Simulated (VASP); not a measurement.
Here is a VASP 6.6.1 calculation.

The input POSCAR:

```
TePb
1.0
    0.0000000000      3.1650427173      3.1650427173
    3.1650427173      0.0000000000      3.1650427173
    3.1650427173      3.1650427173      0.0000000000
Pb Te
1 1
Direct
    0.0000000000      0.0000000000      0.0000000000
    0.5000000000      0.5000000000      0.5000000000
```

INCAR.step1

```
SYSTEM = TePb
PREC = Accurate ; ENCUT = 520
ISMEAR = -1 ; SIGMA = 0.05
LREAL = .FALSE. ; LASPH = .TRUE.
NELM = 150 ; MAGMOM = 0 0 0 0 0 0
LSORBIT = .TRUE. ; GGA_COMPAT = .FALSE.
NBANDS = 32 ; GGA = PE
ALGO = Normal ; EDIFF = 1E-4
LWAVE = .TRUE. ; LCHARG = .FALSE.
```

The input INCAR.step2:

```
SYSTEM = TePb
PREC = Accurate ; ENCUT = 520
EDIFF = 1E-6 ; ISMEAR = -1
SIGMA = 0.05 ; LREAL = .FALSE.
LASPH = .TRUE. ; NELM = 150
ALGO = Normal ; ISIF = 2
LWAVE = .FALSE. ; LCHARG = .TRUE.
MAGMOM = 0 0 0 0 0 0 ; LORBIT = 11
LSORBIT = .TRUE. ; GGA_COMPAT = .FALSE.
LORBMOM = .TRUE. ; METAGGA = R2SCAN
LMIXTAU = .TRUE. ; LVHAR = .TRUE.
NBANDS = 32 ; ISTART = 1
```

Contents of KPOINTS:

```
Automatic mesh
0
G
  7 7 7
  0 0 0
```

Potentials or basis: VASP PAW PBE potentials, release 64 (Pb_d, Te).

The run is started by

```sh
$ cat potpaw_PBE.64/Pb_d/POTCAR potpaw_PBE.64/Te/POTCAR > POTCAR
$ cp INCAR.step1 INCAR
$ mpirun -np 1 vasp_ncl > vasp.out
$ cp INCAR.step2 INCAR
$ mpirun -np 1 vasp_ncl > vasp.out
```

(1) Predict the net moment.

(2) Predict the pressure.

Answers

(1) 0.00 μB per cell.

(2) 4.7 GPa.

Caveat: the PAW data sets were made with another functional, which shifts forces and pressure a little.
